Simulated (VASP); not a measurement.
## Ta: single point with PBE

Crystal: Ta.

```
Ta
1.0
    -1.54115    1.54115    2.07809
     1.54115   -1.54115    2.07809
     1.54115    1.54115   -2.07809
Ta
1
Direct
  0.00000 0.00000 0.00000
```

This cell differs from its parent crystal: volume 19.743 Å^3 an atom, c/a of the conventional cell 1.3484.

* Program: VASP 6.6.1
* Task: single point
* Functional: PBE
* Potentials or basis: VASP PAW PBE potentials, release 64 (Ta_pv)
* Cutoff: 520 eV
* k mesh: 20 × 20 × 20
* Occupations: gaussian, width 0.15 eV
* Spin: no spin polarisation
* Dipole correction: no
* Further INCAR settings: ALGO = Fast; EDIFF = 1e-06; NBANDS = 12

```json
{"Pressure": "-8.6 GPa"}
```

Stress tensor (GPa, compression positive):
```
 -6.81   0.00   0.00
  0.00  -6.81   0.00
  0.00   0.00 -12.29
```

Levels at points of the mesh, in eV from the Fermi level:
```csv
k point,band 1,band 2,band 3,band 4,band 5,band 6,band 7,band 8,band 9,band 10
"(0.00, 0.00, 0.00)",-33.80,-33.79,-33.79,-7.90,0.30,0.30,0.87,2.86,3.63,12.36
"(0.50, 0.00, 0.00)",-34.65,-33.94,-33.88,-4.40,-0.04,0.55,0.60,5.24,5.63,9.35
"(0.50, 0.50, 0.00)",-34.59,-34.12,-34.04,-4.13,-3.04,2.37,5.38,5.77,6.33,10.62
"(0.50, 0.50, 0.50)",-34.60,-34.15,-34.15,-4.04,-3.15,3.20,5.40,6.07,6.07,10.18
```

Run time: 48 s on 1 thread of Intel(R) Xeon(R) 6975P-C (Granite Rapids), on a shared host, peak memory 0.26 GiB.

Caveat: spin-orbit coupling is left out, which moves the levels of the heavy elements.
